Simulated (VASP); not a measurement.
# Br (Pm-3m) in VASP: further runs

Runs on Br. Level: PBE. Tasks: single point.

All numbers are computed with VASP 6.6.1; they aren't measurements. Logs are shortened: lines on timing, memory, paths and dates and some standing lists are left out, and cuts for length are marked.

## 1. The cell of the first run

Symmetry: Pm-3m, No. 221, cubic system. Conventional cell: a = 2.658 Å, b = 2.658 Å, c = 2.658 Å, α = 90.00°, β = 90.00°, γ = 90.00°. Br (site symmetry m-3m) has 6 Br at 2.66 Å within 3.5 Å.

## 2. Single point, PBE

Input file INCAR:

```
SYSTEM = Br
  ALGO = Normal
  EDIFF = 1E-6
  ENCUT = 520
  GGA = PE
  ISIF = 2
  ISMEAR = -1
  LASPH = .True.
  LCHARG = .False.
  LREAL = .False.
  LWAVE = .False.
  NBANDS = 10
  NELM = 60
  PREC = Accurate
  SIGMA = 0.02
```

Input file KPOINTS:

```
k-points
0
Gamma
  13 13 13
  0 0 0
```

Input file POSCAR:

```
Br
1.0
    2.6575765256      0.0000000000      0.0000000000
    0.0000000000      2.6575765256      0.0000000000
    0.0000000000      0.0000000000      2.6575765256
Br
1
Direct
    0.0000000000      0.0000000000      0.0000000000
```

Potentials or basis: VASP PAW PBE potentials, release 64 (Br).

Started as:

```console
cat potpaw_PBE.64/Br/POTCAR > POTCAR
mpirun -np 1 vasp_std > vasp.out
```

OUTCAR:

```text
SYSTEM = Br
   EDIFF = 1E-6
   ENCUT = 520
   GGA = PE
   ISIF = 2
   ISMEAR = -1
   LASPH = .True.
   LREAL = .False.
   NELM = 60
   PREC = Accurate

 ion  position               nearest neighbor table
   1  0.000  0.000  0.000-

  LATTYP: Found a simple cubic cell.
 ALAT       =     2.6575765256

  Lattice vectors:

 A1 = (   2.6575765256,   0.0000000000,   0.0000000000)
 A2 = (   0.0000000000,   2.6575765256,   0.0000000000)
 A3 = (   0.0000000000,   0.0000000000,   2.6575765256)

Analysis of symmetry for initial positions (statically):
=====================================================================
 Subroutine PRICEL returns:
 Original cell was already a primitive cell.

 Routine SETGRP: Setting up the symmetry group for a
 simple cubic supercell.

 Subroutine GETGRP returns: Found 48 space group operations
 (whereof 48 operations were pure point group operations)
 out of a pool of 48 trial point group operations.

The static configuration has the point symmetry O_h .

Analysis of symmetry for dynamics (positions and initial velocities):
=====================================================================
 Subroutine PRICEL returns:
 Original cell was already a primitive cell.

 Routine SETGRP: Setting up the symmetry group for a
 simple cubic supercell.

 Subroutine GETGRP returns: Found 48 space group operations
 (whereof 48 operations were pure point group operations)
 out of a pool of 48 trial point group operations.

The dynamic configuration has the point symmetry O_h .

 Subroutine INISYM returns: Found 48 space group operations
 (whereof 48 operations are pure point group operations),
 and found     1 'primitive' translations

----------------------------------------------------------------------------------------

                                     Primitive cell

  volume of cell :      18.7697

  direct lattice vectors                    reciprocal lattice vectors
     2.657576526  0.000000000  0.000000000     0.376282673  0.000000000  0.000000000
     0.000000000  2.657576526  0.000000000     0.000000000  0.376282673  0.000000000
     0.000000000  0.000000000  2.657576526     0.000000000  0.000000000  0.376282673

  length of vectors
     2.657576526  2.657576526  2.657576526     0.376282673  0.376282673  0.376282673

  position of ions in fractional coordinates (direct lattice)
     0.000000000  0.000000000  0.000000000

  ion indices of the primitive-cell ions
   primitive index   ion index
                 1           1

----------------------------------------------------------------------------------------

 KPOINTS: k-points

Automatic generation of k-mesh.
 Grid dimensions read from file:
 generate k-points for:   13   13   13

 Generating k-lattice:

  Cartesian coordinates                     Fractional coordinates (reciprocal lattice)
     0.028944821  0.000000000  0.000000000     0.076923077  0.000000000  0.000000000
     0.000000000  0.028944821  0.000000000     0.000000000  0.076923077  0.000000000
     0.000000000  0.000000000  0.028944821     0.000000000  0.000000000  0.076923077

  Length of vectors
     0.028944821  0.028944821  0.028944821

  Shift w.r.t. Gamma in fractional coordinates (k-lattice)
     0.000000000  0.000000000  0.000000000

 Subroutine IBZKPT returns following result:
 ===========================================

 Found     84 irreducible k-points:

 Following reciprocal coordinates:
            Coordinates               Weight
  0.000000  0.000000  0.000000      1.000000
  0.076923  0.000000  0.000000      6.000000
  0.153846  0.000000  0.000000      6.000000
  0.230769  0.000000  0.000000      6.000000
  0.307692  0.000000  0.000000      6.000000
  0.384615  0.000000  0.000000      6.000000
[... 16 lines left out ...]
  0.307692  0.307692  0.000000     12.000000
  0.384615  0.307692  0.000000     24.000000
 [... further k-points ...]
   k-points           NKPTS =     84   k-points in BZ     NKDIM =     84   number of bands    NBANDS=     10
   number of dos      NEDOS =    301   number of ions     NIONS =      1
   total plane-waves  NPLWV =   8000
   dimension x,y,z NGX =    20 NGY =   20 NGZ =   20
   dimension x,y,z NGXF=    40 NGYF=   40 NGZF=   40
   ions per type =               1
   NGX,Y,Z   is equivalent  to a cutoff of  12.51, 12.51, 12.51 a.u.
   NGXF,Y,Z  is equivalent  to a cutoff of  25.02, 25.02, 25.02 a.u.
 SYSTEM =  Br
   PREC   = accura    normal or accurate (medium, high low for compatibility)
   ISTART =      0    job   : 0-new  1-cont  2-samecut
   ICHARG =      2    charge: 1-file 2-atom 10-const
   ISPIN  =      1    spin polarized calculation?
   LNONCOLLINEAR =      F non collinear calculations
   LSORBIT =      F    spin-orbit coupling
   LASPH  =      T    aspherical Exc in radial PAW
   ENCUT  =  520.0 eV  38.22 Ry    6.18 a.u.   4.94  4.94  4.94*2*pi/ulx,y,z
   NELM   =     60;   NELMIN=  2; NELMDL= -5     # of ELM steps
   EDIFF  = 0.1E-05   stopping-criterion for ELM
   LREAL  =      F    real-space projection
   EDIFFG = 0.1E-04   stopping-criterion for IOM
   NSW    =      0    number of steps for IOM
   IBRION =     -1    ionic relax: 0-MD 1-quasi-New 2-CG
   NFREE  =      0    steps in history (QN), initial steepest desc. (CG)
   ISIF   =      2    stress and relaxation
   ISYM   =      2    0-nonsym 1-usesym 2-fastsym
   POTIM  = 0.5000    time-step for ionic-motion
   TEBEG  =    0.0;   TEEND  =   0.0 temperature during run
   PSTRESS=    0.0 pullay stress
   NELECT =       7.0000    total number of electrons
   NUPDOWN=      -1.0000    fix difference up-down
   EMIN   =  10.00;   EMAX   =-10.00  energy-range for DOS
   EFERMI =   0.00;   METHOD = LEGACY
   ISMEAR =    -1;   SIGMA  =   0.02  broadening in eV -4-tet -1-fermi 0-gaus
   EFERMI_NEDOS =   21; number of points for ismear=-14 and -15
   IALGO  =     38    algorithm
   IMIX   =      4    mixing-type and parameters
     AMIX     =   0.40;   BMIX     =  1.00
     AMIX_MAG =   1.60;   BMIX_MAG =  1.00
  volume/ion in A,a.u.               =      18.77       126.66
  Fermi-wavevector in a.u.,A,eV,Ry     =   1.178388  2.226831 18.893034  1.388599
  Thomas-Fermi vector in A             =   2.314718
   LORBIT       =      0    0 simple, 1 ext, 2 COOP (PROOUT), +10 PAW based schemes
   GGA     = PE    functional components
   LHFCALC =     F    Hartree Fock is set to
   AEXX    =    0.0000 exact exchange contribution
   IVDW    =     0    specifies the selected vdW correction
   LEPSILON=     F    determine dielectric tensor
   LRPA    =     F    only Hartree local field effects (RPA)
 non-spin polarized calculation
  energy-cutoff  :      520.00
  volume of cell :       18.77
 maximum number of plane-waves:       517
 NGX is ok and might be reduce to    20
   NGX =  9   NGY =  9   NGZ =  9

 number of electron       6.9999997 magnetization

 Free energy of the ion-electron system (eV)
  ---------------------------------------------------
  ext. energy  EPLUGINS =         0.00000000
  ---------------------------------------------------
  free energy    TOTEN  =        -0.22983144 eV

  energy without entropy =       -0.22858419  energy(sigma->0) =       -0.22920782

 E-fermi :   7.2006     XC(G=0): -10.7536

 val. band max:        7.1949940158   @ k =   0.3077   0.1538   0.0769
 cond. band min:       7.2778830671   @ k =   0.3846   0.0769   0.0000
 fundamental gap:      0.0828890513
 Fermi energy:         7.2005762371

 k-point     1 :       0.0000    0.0000    0.0000
  band No.  band energies     occupation
      1     -12.6553      2.00000
      2       6.8253      2.00000
      3       6.8253      2.00000
      4       6.8253      2.00000
      5      14.3240      0.00000
      6      14.3240      0.00000
      7      14.8258      0.00000
      8      30.2343      0.00000
      9      30.2343      0.00000
     10      30.2343      0.00000

 k-point     2 :       0.0769    0.0000    0.0000
  band No.  band energies     occupation
      1     -12.5618      2.00000
      2       5.8744      2.00000
      3       6.8970      2.00000
      4       6.8970      2.00000
      5      14.4175      0.00000
      6      14.7318      0.00000
      7      15.6802      0.00000
      8      28.7048      0.00000
      9      28.7048      0.00000
     10      30.3049      0.00000

 k-point     3 :       0.1538    0.0000    0.0000
  band No.  band energies     occupation
      1     -12.2882      2.00000
      2       3.9362      2.00000
      3       7.1032      1.98475
      4       7.1032      1.98475
      5      14.6919      0.00000
      6      15.1117      0.00000
      7      18.1250      0.00000
      8      26.4953      0.00000
      9      26.4953      0.00000
     10      29.6766      0.00000

 k-point     4 :       0.2308    0.0000    0.0000
  band No.  band energies     occupation
      1     -11.8579      2.00000
      2       1.8858      2.00000
      3       7.4149      0.00004
      4       7.4149      0.00004
      5      15.1253      0.00000
      6      15.6815      0.00000
      7      20.7884      0.00000
      8      24.4651      0.00000
      9      24.4651      0.00000
     10      28.1343      0.00000
[... 222 lines left out ...]
 k-point    22 :       0.4615    0.2308    0.0000
  band No.  band energies     occupation
      1      -9.6333      2.00000
      2      -1.4487      2.00000
      3       3.8106      2.00000
      4       8.8629      0.00000
      5      13.4114      0.00000
      6      18.4212      0.00000
      7      21.7041      0.00000
      8      23.0573      0.00000
      9      24.0871      0.00000
     10      26.6157      0.00000

 k-point    23 :       0.3077    0.3077    0.0000
  band No.  band energies     occupation
      1      -9.9950      2.00000
      2       1.2128      2.00000
      3       1.3197      2.00000
      4       8.6883      0.00000
      5      13.6067      0.00000
      6      17.8487      0.00000
      7      23.7003      0.00000
      8      24.5317      0.00000
      9      24.7932      0.00000
     10      25.3786      0.00000

 k-point    24 :       0.3846    0.3077    0.0000
  band No.  band energies     occupation
      1      -9.4601      2.00000
      2      -0.1497      2.00000
      3       1.7337      2.00000
      4       9.0029      0.00000
      5      12.2751      0.00000
      6      18.5566      0.00000
      7      22.8533      0.00000
      8      24.5289      0.00000
      9      24.6910      0.00000
     10      25.7773      0.00000

 [... further k-points ...]
[... 5 lines left out ...]
  --------------------------------------------------------------------------------------
  -------------------------------------------------------------------------------------
  Total        5.2728134      5.2728134      5.2728134     -0.0000000     -0.0000000      0.0000000
  in kB      450.0861485    450.0861485    450.0861485     -0.0000000     -0.0000000      0.0000000
  external PRESSURE =     450.0861485 kB  Pullay stress =       0.0000000 kB

 VOLUME and BASIS-vectors are now :
 -----------------------------------------------------------------------------
  energy-cutoff  :      520.00
  volume of cell :       18.77
      direct lattice vectors                 reciprocal lattice vectors
     2.657576526  0.000000000  0.000000000     0.376282673  0.000000000  0.000000000
     0.000000000  2.657576526  0.000000000     0.000000000  0.376282673  0.000000000
     0.000000000  0.000000000  2.657576526     0.000000000  0.000000000  0.376282673

 POSITION                                       TOTAL-FORCE (eV/Angst)
 -----------------------------------------------------------------------------------
      0.00000      0.00000      0.00000         0.000000      0.000000      0.000000
 -----------------------------------------------------------------------------------
    total drift:                                0.000000     -0.000000      0.000000

  FREE ENERGIE OF THE ION-ELECTRON SYSTEM (eV)
  ---------------------------------------------------
  free  energy   TOTEN  =        -0.2298314436 eV

  energy  without entropy=       -0.2285841924  energy(sigma->0) =       -0.22920782
```

Run time: 5.8 s. Hardware: 1 thread of Intel Xeon Platinum 8488C (Sapphire Rapids), shared host; peak memory 0.12 GiB.

What came out:

| Item | Value |
| --- | --- |
| Free energy | -0.2298 eV |
| Pressure | 45.0 GPa |

Caveat: an odd number of electrons without spin polarisation forces a metal; a magnetic or distorted state may lie lower.

## 3. Single point, PBE

This run uses another cell than the first one, of 20.40 Å³/atom, 1.087 times its volume.

Input file INCAR:

```
SYSTEM = Br
PREC = Accurate ; ENCUT = 520
EDIFF = 1E-6 ; ISMEAR = -1
SIGMA = 0.02 ; LREAL = .FALSE.
LASPH = .TRUE. ; NELM = 80
ALGO = Normal ; ISIF = 2
LWAVE = .FALSE. ; LCHARG = .TRUE.
GGA = PE ; LELF = .TRUE.
LVHAR = .TRUE. ; NBANDS = 10
```

Input file KPOINTS:

```
Automatic mesh
0
G
  13 13 13
  0 0 0
```

Input file POSCAR:

```
Br
1.0
    2.7323950665      0.0000000000      0.0000000000
    0.0000000000      2.7323950665      0.0000000000
    0.0000000000      0.0000000000      2.7323950665
Br
1
Direct
    0.0000000000      0.0000000000      0.0000000000
```

Potentials or basis: VASP PAW PBE potentials, release 64 (Br).

Started as:

```console
cat potpaw_PBE.64/Br/POTCAR > POTCAR
mpirun -np 1 vasp_std > vasp.out
```

Run time: 6.2 s. Hardware: 1 thread of Intel Xeon Platinum 8488C (Sapphire Rapids), shared host; peak memory 0.13 GiB.

Results (log left out):

- Free energy: -0.6069 eV
- Pressure: 30.0 GPa

Levels at points of the mesh, in eV from the Fermi level:
```tsv
k point	band 1	band 2	band 3	band 4	band 5	band 6	band 7	band 8
(0.00, 0.00, 0.00)	-18.88	-0.32	-0.32	-0.32	7.34	7.52	7.52	22.34
```

Caveat: an odd number of electrons without spin polarisation forces a metal; a magnetic or distorted state may lie lower.
